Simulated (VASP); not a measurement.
# Al2H (P6/mmm) in VASP: single point with PBE

Aim: the single point of Al2H with PBE.

Program: VASP 6.6.1. These are calculated values, not measurements. Logs are shortened: lines on timing, memory, paths and dates and some standing lists are left out, and cuts for length are marked.

## 1. The cell of the first run

It takes space group P6/mmm (No. 191, hexagonal). Conventional cell: a = 4.391 Å, b = 4.391 Å, c = 6.907 Å, α = 90.00°, β = 90.00°, γ = 120.00°. Within 2.2 Å of Al (site symmetry 6mm) lie 2 H at 1.67 to 1.78 Å. Al (site symmetry -6m2) has 3 H at 2.54 Å and 9 Al at 2.54 to 3.04 Å within 3.3 Å. H (site symmetry 6/mmm) has 2 Al at 1.78 Å within 2.4 Å. H (site symmetry 6/mmm) has 2 Al at 1.67 Å within 2.2 Å.

The cell was generated, and may not be a known phase.

## 2. Single point, PBE

Input file INCAR:

```
SYSTEM = Al2H
PREC = Accurate
ENCUT = 500
EDIFF = 1E-6
ISMEAR = 0
SIGMA = 0.2
LREAL = .FALSE.
LASPH = .TRUE.
NELM = 120
ALGO = Normal
ISIF = 2
LWAVE = .FALSE.
LCHARG = .FALSE.
GGA = PE
NBANDS = 16
GGA_COMPAT = .FALSE.
```

Input file KPOINTS:

```
Automatic mesh
0
G
  4 4 3
  0 0 0
```

Input file POSCAR:

```
Al2H
1.0
    4.3909839643      0.0000000029      0.0000000000
   -2.1954919846      3.8027036593      0.0000000000
    0.0000000000      0.0000000000      6.9074654593
Al H
4 2
Direct
    0.0000000000      0.0000000000      0.7423474393
    0.0000000000      0.0000000000      0.2576525607
    0.3333333333      0.6666666667      0.5000000000
    0.6666666667      0.3333333333      0.5000000000
    0.0000000000      0.0000000000      0.0000000000
    0.0000000000      0.0000000000      0.5000000000
```

Potentials or basis: VASP PAW PBE potentials, release 64 (Al, H).

Command:

```
$ cat potpaw_PBE.64/Al/POTCAR potpaw_PBE.64/H/POTCAR > POTCAR
$ mpirun -np 1 vasp_std > vasp.out
```

OUTCAR:

```text
SYSTEM = Al2H
   PREC = Accurate
   ENCUT = 500
   EDIFF = 1E-6
   ISMEAR = 0
   LREAL = .FALSE.
   LASPH = .TRUE.
   NELM = 120
   ISIF = 2
   GGA = PE

 ion  position               nearest neighbor table
   1  0.000  0.000  0.742-   6 1.67   5 1.78   3 3.04   4 3.04   4 3.04   3 3.04   4 3.04   3 3.04
                             2 3.35
   2  0.000  0.000  0.258-   6 1.67   5 1.78   3 3.04   4 3.04   4 3.04   3 3.04   4 3.04   3 3.04
                             1 3.35
   3  0.333  0.667  0.500-   4 2.54   4 2.54   4 2.54   1 3.04   2 3.04   2 3.04   1 3.04   2 3.04
                             1 3.04
   4  0.667  0.333  0.500-   3 2.54   3 2.54   3 2.54   1 3.04   2 3.04   1 3.04   2 3.04   1 3.04
                             2 3.04
   5  0.000  0.000  0.000-   1 1.78   2 1.78
   6  0.000  0.000  0.500-   1 1.67   2 1.67

  LATTYP: Found a hexagonal cell.
 ALAT       =     4.3909839643
 C/A-ratio  =     1.5731019552

  Lattice vectors:

 A1 = (   4.3909839643,   0.0000000029,   0.0000000000)
 A2 = (  -2.1954919846,   3.8027036593,   0.0000000000)
 A3 = (   0.0000000000,   0.0000000000,   6.9074654593)

Analysis of symmetry for initial positions (statically):
=====================================================================
 Subroutine PRICEL returns:
 Original cell was already a primitive cell.

 Routine SETGRP: Setting up the symmetry group for a
 hexagonal supercell.

 Subroutine GETGRP returns: Found 24 space group operations
 (whereof 24 operations were pure point group operations)
 out of a pool of 24 trial point group operations.

The static configuration has the point symmetry D_6h.

Analysis of symmetry for dynamics (positions and initial velocities):
=====================================================================
 Subroutine PRICEL returns:
 Original cell was already a primitive cell.

 Routine SETGRP: Setting up the symmetry group for a
 hexagonal supercell.

 Subroutine GETGRP returns: Found 24 space group operations
 (whereof 24 operations were pure point group operations)
 out of a pool of 24 trial point group operations.

The dynamic configuration has the point symmetry D_6h.

 Subroutine INISYM returns: Found 24 space group operations
 (whereof 24 operations are pure point group operations),
 and found     1 'primitive' translations

[... 85 lines left out ...]
   EDIFF  = 0.1E-05   stopping-criterion for ELM
   LREAL  =      F    real-space projection
   EDIFFG = 0.1E-04   stopping-criterion for IOM
   NSW    =      0    number of steps for IOM
   IBRION =     -1    ionic relax: 0-MD 1-quasi-New 2-CG
   NFREE  =      0    steps in history (QN), initial steepest desc. (CG)
   ISIF   =      2    stress and relaxation
   ISYM   =      2    0-nonsym 1-usesym 2-fastsym
   POTIM  = 0.5000    time-step for ionic-motion
   TEBEG  =    0.0;   TEEND  =   0.0 temperature during run
   PSTRESS=    0.0 pullay stress
   NELECT =      14.0000    total number of electrons
   NUPDOWN=      -1.0000    fix difference up-down
   EMIN   =  10.00;   EMAX   =-10.00  energy-range for DOS
   EFERMI =   0.00;   METHOD = LEGACY
   ISMEAR =     0;   SIGMA  =   0.20  broadening in eV -4-tet -1-fermi 0-gaus
   EFERMI_NEDOS =   21; number of points for ismear=-14 and -15
   IALGO  =     38    algorithm
   IMIX   =      4    mixing-type and parameters
     AMIX     =   0.40;   BMIX     =  1.00
     AMIX_MAG =   1.60;   BMIX_MAG =  1.00
  volume/ion in A,a.u.               =      19.22       129.72
  Fermi-wavevector in a.u.,A,eV,Ry     =   0.810575  1.531764  8.939459  0.657032
  Thomas-Fermi vector in A             =   1.919776
   LORBIT       =      0    0 simple, 1 ext, 2 COOP (PROOUT), +10 PAW based schemes
   GGA     = PE    functional components
   LHFCALC =     F    Hartree Fock is set to
   AEXX    =    0.0000 exact exchange contribution
   IVDW    =     0    specifies the selected vdW correction
   LEPSILON=     F    determine dielectric tensor
   LRPA    =     F    only Hartree local field effects (RPA)
 non-spin polarized calculation
 Gauss-broadening in eV      SIGMA  =   0.20
  energy-cutoff  :      500.00
  volume of cell :      115.34
 maximum number of plane-waves:      2940
   NGX = 17   NGY = 17   NGZ = 25

 number of electron      13.9999998 magnetization

 Free energy of the ion-electron system (eV)
  ---------------------------------------------------
  ext. energy  EPLUGINS =         0.00000000
  ---------------------------------------------------
  free energy    TOTEN  =       -18.51350024 eV

  energy without entropy =      -18.46170370  energy(sigma->0) =      -18.48760197

 E-fermi :   3.3431     XC(G=0):  -7.9959

 val. band max:        3.2762519038   @ k =   0.0000   0.0000   0.3333
 cond. band min:       3.4194513554   @ k =   0.2500   0.2500   0.3333
 fundamental gap:      0.1431994516
 Fermi energy:         3.3431402205

 k-point     1 :       0.0000    0.0000    0.0000
  band No.  band energies     occupation
      1      -7.1487      2.00000
      2      -3.1193      2.00000
      3      -1.9010      2.00000
      4       0.5038      2.00000
      5       3.1846      1.73776
      6       3.1846      1.73776
[... 129 lines left out ...]
      3      -2.6204      2.00000
      4      -1.5016      2.00000
      5       0.6100      2.00000
      6       2.1291      2.00000
[... 8 lines left out ...]
     15       9.7119      0.00000
     16      10.1245      0.00000

------------------------ aborting loop because EDIFF is reached ----------------------------------------

  FORCE on cell =-STRESS in cart. coord.  units (eV):
  Direction    XX          YY          ZZ          XY          YZ          ZX
  --------------------------------------------------------------------------------------
  -------------------------------------------------------------------------------------
  Total       -0.0259548     -0.0259548      0.2852144     -0.0000000      0.0000000      0.0000000
  in kB       -0.3605415     -0.3605415      3.9619502     -0.0000000      0.0000000      0.0000000
  external PRESSURE =       1.0802891 kB  Pullay stress =       0.0000000 kB

 VOLUME and BASIS-vectors are now :
 -----------------------------------------------------------------------------
  energy-cutoff  :      500.00
  volume of cell :      115.34
      direct lattice vectors                 reciprocal lattice vectors
     4.390983964  0.000000003  0.000000000     0.227739388  0.131485397  0.000000000
    -2.195491985  3.802703659  0.000000000    -0.000000000  0.262970794  0.000000000
     0.000000000  0.000000000  6.907465459     0.000000000  0.000000000  0.144770901

 POSITION                                       TOTAL-FORCE (eV/Angst)
 -----------------------------------------------------------------------------------
      0.00000      0.00000      5.12774        -0.000000      0.000000     -0.025490
      0.00000      0.00000      1.77973         0.000000     -0.000000      0.025490
     -0.00000      2.53514      3.45373        -0.000000     -0.000000      0.000000
      2.19549      1.26757      3.45373        -0.000000      0.000000     -0.000000
      0.00000      0.00000      0.00000        -0.000000      0.000000      0.000000
      0.00000      0.00000      3.45373        -0.000000      0.000000      0.000000
 -----------------------------------------------------------------------------------
    total drift:                                0.000000     -0.000000     -0.000000

  FREE ENERGIE OF THE ION-ELECTRON SYSTEM (eV)
  ---------------------------------------------------
  free  energy   TOTEN  =       -18.5135002372 eV

  energy  without entropy=      -18.4617037043  energy(sigma->0) =      -18.48760197
```

Wall time 28 s (1 thread of Intel Xeon 8259CL, shared host); peak memory 0.21 GiB.

What came out:

```yaml
Free_energy: -18.5135 eV
Pressure: 0.1 GPa
Largest_force: 0.025 eV/Å
Band_gap_on_the_k_mesh: zero (bands 7 and 8 overlap by 0.37 eV)
```

Forces in eV/Å, atoms in the order of the input:
```
Al   0.000  0.000 -0.025
Al   0.000  0.000  0.025
Al   0.000  0.000  0.000
Al   0.000  0.000  0.000
H    0.000  0.000  0.000
H    0.000  0.000  0.000
```

Stress tensor (GPa, compression positive):
```
-0.04  0.00  0.00
 0.00 -0.04  0.00
 0.00  0.00  0.40
```

Caveat: the k points lie up to 0.41 Å⁻¹ apart.

The gap in the log of VASP goes by the Fermi energy; the results here count the filled bands.